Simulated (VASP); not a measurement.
# VSi2 (I4_1/amd) in VASP: notebook

VSi2 is run at these levels: PBE; tasks: single point, relaxation of cell and atoms.

Program: VASP 6.6.1. These are calculated values, not measurements. Logs are shortened: lines on timing, memory, paths and dates and some standing lists are left out, and cuts for length are marked.

## (1) The cell of the first run

It takes space group I4_1/amd (No. 141, tetragonal). The conventional cell has a = 4.788 Å, b = 4.788 Å, c = 8.030 Å, α = 90.00°, β = 90.00°, γ = 90.00°. Within 3.2 Å of V (site symmetry -4m2) lie 6 Si at 2.44 to 2.50 Å and 4 V at 3.12 Å. Within 3.2 Å of Si (site symmetry 2mm) lie 3 V at 2.44 to 2.50 Å and 7 Si at 2.61 to 3.12 Å.

## (2) Single point, PBE

INCAR

```
SYSTEM = VSi2
PREC = Accurate ; ENCUT = 520
EDIFF = 1E-6 ; ISMEAR = 0
SIGMA = 0.1 ; LREAL = .False.
LASPH = .True. ; NELM = 80
ALGO = Normal ; ISIF = 2
LWAVE = .False. ; LCHARG = .True.
GGA = PE ; LELF = .True.
LVHAR = .True. ; NBANDS = 30
```

KPOINTS

```
Automatic mesh
0
Gamma
  6 6 6
  0 0 0
```

POSCAR

```
VSi2
1.0
   -2.3941537519      2.3941537519      4.0150405896
    2.3941537519     -2.3941537519      4.0150405896
    2.3941537519      2.3941537519     -4.0150405896
V Si
2 4
Direct
    0.0000000000      0.0000000000      0.0000000000
    0.7500000000      0.2500000000      0.5000000000
    0.3109118389      0.3109118389      0.0000000000
    1.0609118389      0.5609118389      0.5000000000
    0.4390881611     -0.0609118389      0.5000000000
    0.6890881611      0.6890881611      0.0000000000
```

Potentials or basis: VASP PAW PBE potentials, release 64 (V_sv, Si).

Started as:

```bash
$ cat potpaw_PBE.64/V_sv/POTCAR potpaw_PBE.64/Si/POTCAR > POTCAR
$ mpirun -np 1 vasp_std > vasp.out
```

OUTCAR:

```text
SYSTEM = VSi2
   PREC = Accurate
   ENCUT = 520
   EDIFF = 1E-6
   ISMEAR = 0
   LREAL = .False.
   LASPH = .True.
   NELM = 80
   ISIF = 2
   GGA = PE

 ion  position               nearest neighbor table
   1  0.000  0.000  0.000-   4 2.44   5 2.44   4 2.44   5 2.44   3 2.50   6 2.50
   2  0.750  0.250  0.500-   3 2.44   6 2.44   3 2.44   6 2.44   5 2.50   4 2.50
   3  0.311  0.311  0.000-   2 2.44   2 2.44   1 2.50   5 2.61   5 2.61   6 3.04   4 3.12   4 3.12
                             4 3.12   4 3.12
   4  0.061  0.561  0.500-   1 2.44   1 2.44   2 2.50   6 2.61   6 2.61   5 3.04   3 3.12   3 3.12
                             3 3.12   3 3.12
   5  0.439  0.939  0.500-   1 2.44   1 2.44   2 2.50   3 2.61   3 2.61   4 3.04   6 3.12   6 3.12
                             6 3.12   6 3.12
   6  0.689  0.689  0.000-   2 2.44   2 2.44   1 2.50   4 2.61   4 2.61   3 3.04   5 3.12   5 3.12
                             5 3.12   5 3.12

  LATTYP: Found a body centered tetragonal cell.
 ALAT       =     4.7883075038
 C/A-ratio  =     1.6770186904

  Lattice vectors:

 A1 = (  -2.3941537519,   2.3941537519,   4.0150405896)
 A2 = (   2.3941537519,  -2.3941537519,   4.0150405896)
 A3 = (   2.3941537519,   2.3941537519,  -4.0150405896)

Analysis of symmetry for initial positions (statically):
=====================================================================
 Subroutine PRICEL returns:
 Original cell was already a primitive cell.

 Routine SETGRP: Setting up the symmetry group for a
 body centered tetragonal supercell.

 Subroutine GETGRP returns: Found 16 space group operations
 (whereof  8 operations were pure point group operations)
 out of a pool of 16 trial point group operations.

The static configuration has the point symmetry D_2d.
 The point group associated with its full space group is D_4h.

Analysis of symmetry for dynamics (positions and initial velocities):
=====================================================================
 Subroutine PRICEL returns:
 Original cell was already a primitive cell.

 Routine SETGRP: Setting up the symmetry group for a
 body centered tetragonal supercell.

 Subroutine GETGRP returns: Found 16 space group operations
 (whereof  8 operations were pure point group operations)
 out of a pool of 16 trial point group operations.

The dynamic configuration has the point symmetry D_2d.
 The point group associated with its full space group is D_4h.

 Subroutine INISYM returns: Found 16 space group operations
 (whereof  8 operations are pure point group operations),
 and found     1 'primitive' translations

----------------------------------------------------------------------------------------

                                     Primitive cell

  volume of cell :      92.0564

  direct lattice vectors                    reciprocal lattice vectors
    -2.394153752  2.394153752  4.015040590     0.000000000  0.208842059  0.124531742
     2.394153752 -2.394153752  4.015040590     0.208842059  0.000000000  0.124531742
     2.394153752  2.394153752 -4.015040590     0.208842059  0.208842059  0.000000000

  length of vectors
     5.252094374  5.252094374  5.252094374     0.243152546  0.243152546  0.295347273

  position of ions in fractional coordinates (direct lattice)
     0.000000000  0.000000000  0.000000000
     0.750000000  0.250000000  0.500000000
     0.310911839  0.310911839  0.000000000
     0.060911839  0.560911839  0.500000000
     0.439088161  0.939088161  0.500000000
     0.689088161  0.689088161  0.000000000

  ion indices of the primitive-cell ions
   primitive index   ion index
                 1           1
                 2           2
                 3           3
                 4           4
                 5           5
                 6           6

----------------------------------------------------------------------------------------

 KPOINTS: Automatic mesh

Automatic generation of k-mesh.
 Grid dimensions read from file:
 generate k-points for:    6    6    6

 Generating k-lattice:

  Cartesian coordinates                     Fractional coordinates (reciprocal lattice)
     0.000000000  0.034807010  0.020755290     0.166666667  0.000000000 -0.000000000
     0.034807010  0.000000000  0.020755290     0.000000000  0.166666667 -0.000000000
     0.034807010  0.034807010  0.000000000     0.000000000  0.000000000  0.166666667

  Length of vectors
     0.040525424  0.040525424  0.049224545

  Shift w.r.t. Gamma in fractional coordinates (k-lattice)
     0.000000000  0.000000000  0.000000000

 Subroutine IBZKPT returns following result:
 ===========================================

 Found     30 irreducible k-points:

 Following reciprocal coordinates:
            Coordinates               Weight
  0.000000  0.000000  0.000000      1.000000
  0.166667  0.000000 -0.000000      8.000000
  0.333333  0.000000 -0.000000      8.000000
  0.500000  0.000000 -0.000000      4.000000
  0.166667  0.166667 -0.000000      8.000000
  0.333333  0.166667  0.000000     16.000000
[... 16 lines left out ...]
 -0.333333 -0.333333  0.166667      8.000000
 -0.166667 -0.333333  0.166667      8.000000
 [... further k-points ...]
   k-points           NKPTS =     30   k-points in BZ     NKDIM =     30   number of bands    NBANDS=     30
   number of dos      NEDOS =    301   number of ions     NIONS =      6
   total plane-waves  NPLWV =  64000
   dimension x,y,z NGX =    40 NGY =   40 NGZ =   40
   dimension x,y,z NGXF=    80 NGYF=   80 NGZF=   80
   ions per type =               2   4
   NGX,Y,Z   is equivalent  to a cutoff of  12.66, 12.66, 12.66 a.u.
   NGXF,Y,Z  is equivalent  to a cutoff of  25.32, 25.32, 25.32 a.u.
 SYSTEM =  VSi2
   PREC   = accura    normal or accurate (medium, high low for compatibility)
   ISTART =      0    job   : 0-new  1-cont  2-samecut
   ICHARG =      2    charge: 1-file 2-atom 10-const
   ISPIN  =      1    spin polarized calculation?
   LNONCOLLINEAR =      F non collinear calculations
   LSORBIT =      F    spin-orbit coupling
   LASPH  =      T    aspherical Exc in radial PAW
   ENCUT  =  520.0 eV  38.22 Ry    6.18 a.u.   9.77  9.77  9.77*2*pi/ulx,y,z
   NELM   =     80;   NELMIN=  2; NELMDL= -5     # of ELM steps
   EDIFF  = 0.1E-05   stopping-criterion for ELM
   LREAL  =      F    real-space projection
   EDIFFG = 0.1E-04   stopping-criterion for IOM
   NSW    =      0    number of steps for IOM
   IBRION =     -1    ionic relax: 0-MD 1-quasi-New 2-CG
   NFREE  =      0    steps in history (QN), initial steepest desc. (CG)
   ISIF   =      2    stress and relaxation
   ISYM   =      2    0-nonsym 1-usesym 2-fastsym
   POTIM  = 0.5000    time-step for ionic-motion
   TEBEG  =    0.0;   TEEND  =   0.0 temperature during run
   PSTRESS=    0.0 pullay stress
   NELECT =      42.0000    total number of electrons
   NUPDOWN=      -1.0000    fix difference up-down
   EMIN   =  10.00;   EMAX   =-10.00  energy-range for DOS
   EFERMI =   0.00;   METHOD = LEGACY
   ISMEAR =     0;   SIGMA  =   0.10  broadening in eV -4-tet -1-fermi 0-gaus
   EFERMI_NEDOS =   21; number of points for ismear=-14 and -15
   IALGO  =     38    algorithm
   IMIX   =      4    mixing-type and parameters
     AMIX     =   0.40;   BMIX     =  1.00
     AMIX_MAG =   1.60;   BMIX_MAG =  1.00
  volume/ion in A,a.u.               =      15.34       103.54
  Fermi-wavevector in a.u.,A,eV,Ry     =   1.260298  2.381618 21.610829  1.588351
  Thomas-Fermi vector in A             =   2.393815
   LORBIT       =      0    0 simple, 1 ext, 2 COOP (PROOUT), +10 PAW based schemes
   GGA     = PE    functional components
   LHFCALC =     F    Hartree Fock is set to
   AEXX    =    0.0000 exact exchange contribution
   IVDW    =     0    specifies the selected vdW correction
   LEPSILON=     F    determine dielectric tensor
   LRPA    =     F    only Hartree local field effects (RPA)
 non-spin polarized calculation
 Gauss-broadening in eV      SIGMA  =   0.10
  energy-cutoff  :      520.00
  volume of cell :       92.06
 maximum number of plane-waves:      2498
   NGX = 19   NGY = 19   NGZ = 19

 number of electron      42.0000004 magnetization

 Free energy of the ion-electron system (eV)
  ---------------------------------------------------
  ext. energy  EPLUGINS =         0.00000000
  ---------------------------------------------------
  free energy    TOTEN  =       -38.08839834 eV

  energy without entropy =      -38.06740274  energy(sigma->0) =      -38.07790054

 E-fermi :   8.6821     XC(G=0): -11.2974

 val. band max:        8.6806334841   @ k =  -0.1667  -0.3333   0.1667
 cond. band min:       8.7138176184   @ k =  -0.1667  -0.3333   0.1667
 fundamental gap:      0.0331841343
 Fermi energy:         8.6821222656

 k-point     1 :       0.0000    0.0000    0.0000
  band No.  band energies     occupation
      1     -55.3961      2.00000
      2     -55.3776      2.00000
      3     -29.3426      2.00000
      4     -29.3426      2.00000
      5     -29.2942      2.00000
      6     -29.2942      2.00000
[... 22 lines left out ...]
     29      11.2843      0.00000
     30      11.3338      0.00000

 k-point     2 :       0.1667    0.0000   -0.0000
  band No.  band energies     occupation
      1     -55.3952      2.00000
      2     -55.3785      2.00000
      3     -29.3441      2.00000
      4     -29.3411      2.00000
      5     -29.2999      2.00000
      6     -29.2927      2.00000
[... 22 lines left out ...]
     29      11.4275      0.00000
     30      11.6987      0.00000

 k-point     3 :       0.3333    0.0000   -0.0000
  band No.  band energies     occupation
      1     -55.3929      2.00000
      2     -55.3807      2.00000
      3     -29.3468      2.00000
      4     -29.3363      2.00000
      5     -29.3121      2.00000
      6     -29.2900      2.00000
[... 22 lines left out ...]
     29      11.7998      0.00000
     30      12.0965      0.00000

 k-point     4 :       0.5000    0.0000   -0.0000
  band No.  band energies     occupation
      1     -55.3914      2.00000
      2     -55.3822      2.00000
      3     -29.3481      2.00000
      4     -29.3307      2.00000
      5     -29.3210      2.00000
      6     -29.2887      2.00000
[... 22 lines left out ...]
     29      11.8443      0.00000
     30      12.4351      0.00000

 k-point     5 :       0.1667    0.1667   -0.0000
  band No.  band energies     occupation
      1     -55.3938      2.00000
      2     -55.3799      2.00000
      3     -29.3447      2.00000
      4     -29.3426      2.00000
      5     -29.2991      2.00000
      6     -29.2953      2.00000
[... 22 lines left out ...]
     29      11.8953      0.00000
     30      12.2882      0.00000
[... 526 lines left out ...]
     29      12.2389      0.00000
     30      12.4475      0.00000

 k-point    22 :      -0.1667    0.5000    0.1667
  band No.  band energies     occupation
      1     -55.3908      2.00000
      2     -55.3828      2.00000
      3     -29.3496      2.00000
      4     -29.3419      2.00000
      5     -29.3063      2.00000
      6     -29.2873      2.00000
[... 22 lines left out ...]
     29      11.8436      0.00000
     30      12.0087      0.00000

 k-point    23 :      -0.3333   -0.3333    0.1667
  band No.  band energies     occupation
      1     -55.3908      2.00000
      2     -55.3828      2.00000
      3     -29.3492      2.00000
      4     -29.3478      2.00000
      5     -29.2935      2.00000
      6     -29.2910      2.00000
[... 22 lines left out ...]
     29      12.4202      0.00000
     30      12.5775      0.00000

 k-point    24 :      -0.1667   -0.3333    0.1667
  band No.  band energies     occupation
      1     -55.3930      2.00000
      2     -55.3807      2.00000
      3     -29.3485      2.00000
      4     -29.3464      2.00000
      5     -29.2946      2.00000
      6     -29.2884      2.00000
[... 22 lines left out ...]
     29      11.9249      0.00000
     30      12.1544      0.00000

 [... further k-points ...]

------------------------ aborting loop because EDIFF is reached ----------------------------------------

  FORCE on cell =-STRESS in cart. coord.  units (eV):
  Direction    XX          YY          ZZ          XY          YZ          ZX
  --------------------------------------------------------------------------------------
  -------------------------------------------------------------------------------------
  Total       -0.0166952     -0.0166952      0.0168690      0.0000000     -0.0000000      0.0000000
  in kB       -0.2905688     -0.2905688      0.2935931      0.0000000     -0.0000000      0.0000000
  external PRESSURE =      -0.0958482 kB  Pullay stress =       0.0000000 kB

 VOLUME and BASIS-vectors are now :
 -----------------------------------------------------------------------------
  energy-cutoff  :      520.00
  volume of cell :       92.06
      direct lattice vectors                 reciprocal lattice vectors
    -2.394153752  2.394153752  4.015040590     0.000000000  0.208842059  0.124531742
     2.394153752 -2.394153752  4.015040590     0.208842059  0.000000000  0.124531742
     2.394153752  2.394153752 -4.015040590     0.208842059  0.208842059  0.000000000

 POSITION                                       TOTAL-FORCE (eV/Angst)
 -----------------------------------------------------------------------------------
      0.00000      0.00000      0.00000         0.000000      0.000000      0.000000
     -0.00000      2.39415      2.00752         0.000000      0.000000      0.000000
      0.00000      0.00000      2.49665         0.000000      0.000000      0.006787
      2.39415      0.00000      0.48913        -0.000000     -0.000000      0.006787
      2.39415      0.00000      3.52591        -0.000000     -0.000000     -0.006787
      0.00000      0.00000      5.53343        -0.000000     -0.000000     -0.006787
 -----------------------------------------------------------------------------------
    total drift:                               -0.000000      0.000000     -0.000000

  FREE ENERGIE OF THE ION-ELECTRON SYSTEM (eV)
  ---------------------------------------------------
  free  energy   TOTEN  =       -38.0883983439 eV

  energy  without entropy=      -38.0674027420  energy(sigma->0) =      -38.07790054
```

Wall time 44 s (1 thread of Intel Xeon 6975P-C (Granite Rapids), shared host); peak memory 0.27 GiB.

What came out:

```yaml
Free_energy: -38.0884 eV
Pressure: 0.0 GPa
Largest_force: 0.007 eV/Å
Band_gap_on_the_k_mesh: zero (band 21 reaches 9.08 eV, above the bottom of band 22 at 8.48 eV)
```

Forces in eV/Å, atoms in the order of the input:
```
V    0.000  0.000  0.000
V    0.000  0.000  0.000
Si   0.000  0.000  0.007
Si   0.000  0.000  0.007
Si   0.000  0.000 -0.007
Si   0.000  0.000 -0.007
```

(Continued in part 2 of 2.)
